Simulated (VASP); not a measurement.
## HfZn: relaxation of cell and atoms with LDA

Crystal: HfZn.

```
Hf Zn
1.0
     3.27510    0.00000    0.00000
     0.00000    3.27510    0.00000
     0.00000    0.00000    3.27510
Hf Zn
1 1
Direct
  0.50000 0.50000 0.50000
  0.00000 0.00000 0.00000
```

```yaml
Program: VASP 6.6.1
Task: relaxation of cell and atoms
Functional: LDA
Potentials_or_basis: VASP PAW LDA potentials, release 64 (Hf_pv, Zn)
Cutoff: 600 eV
k_mesh: 8 × 8 × 8
Occupations: fermi-dirac, width 0.1 eV
Spin: no spin polarisation
Target_pressure: -2 GPa
Dipole_correction: no
Further_INCAR_settings: ALGO = Normal; EDIFF = 1e-06; IBRION = 2; EDIFFG = -0.02; NSW = 80; ISIF = 3
```

```yaml
Relaxed_volume: 16.99 Å³/atom
Relaxed_cell: a = 3.239 Å, b = 3.239 Å, c = 3.239 Å, α = 90.00°, β = 90.00°, γ = 90.00°
Space_group_after_relaxing_to_0.05_Å: Pm-3m (No. 221)
Energy_change_on_relaxing_the_enthalpy_is_what_falls: -14.7 meV/atom
Ionic_steps: 3
Pressure_after_relaxing: -2.1 GPa
Band_gap_on_the_k_mesh: zero (band 11 reaches 4.68 eV, above the bottom of band 12 at 3.99 eV)
```

The path:
```tsv
step	energy change (eV)	largest force (eV/Å)	pressure (GPa)	volume (Å³)
1	0.0000	0.0000	-6.02	35.13
2	-0.0288	0.0000	2.29	32.94
3	-0.0293	0.0000	-2.06	33.98
```

Final structure:
```cif
data_structure
_symmetry_space_group_name_H-M 'P 1'
_symmetry_Int_Tables_number 1
_cell_length_a 3.2390
_cell_length_b 3.2390
_cell_length_c 3.2390
_cell_angle_alpha 90.000
_cell_angle_beta 90.000
_cell_angle_gamma 90.000
_cell_volume 33.98
loop_
_atom_site_label
_atom_site_type_symbol
_atom_site_fract_x
_atom_site_fract_y
_atom_site_fract_z
_atom_site_occupancy
Hf1 Hf 0.50000 0.50000 0.50000 1
Zn1 Zn 0.00000 0.00000 0.00000 1
```

Levels at points of the mesh, in eV from the Fermi level:
```tsv
k point	band 7	band 8	band 9	band 10	band 11	band 12	band 13	band 14	band 15
(0.00, 0.00, 0.00)	-7.33	-7.33	-7.33	-0.88	-0.88	4.32	4.32	4.32	5.65
(0.50, 0.00, 0.00)	-7.38	-7.28	-5.21	-4.62	-0.59	0.87	0.87	4.40	6.00
(0.50, 0.50, 0.00)	-7.51	-7.07	-4.69	-0.79	-0.57	-0.57	2.57	2.57	6.05
(0.50, 0.50, 0.50)	-7.06	-7.06	-3.03	-3.03	-3.03	0.52	5.91	5.91	5.91
```

Wall time 24 s on 1 thread of Intel(R) Xeon(R) 6975P-C (Granite Rapids), with other jobs on the host, peak memory 0.16 GiB.

Caveat: the cell is relaxed towards a set pressure, so the enthalpy falls and the energy may rise; spin-orbit coupling is left out, which moves the levels of the heavy elements.
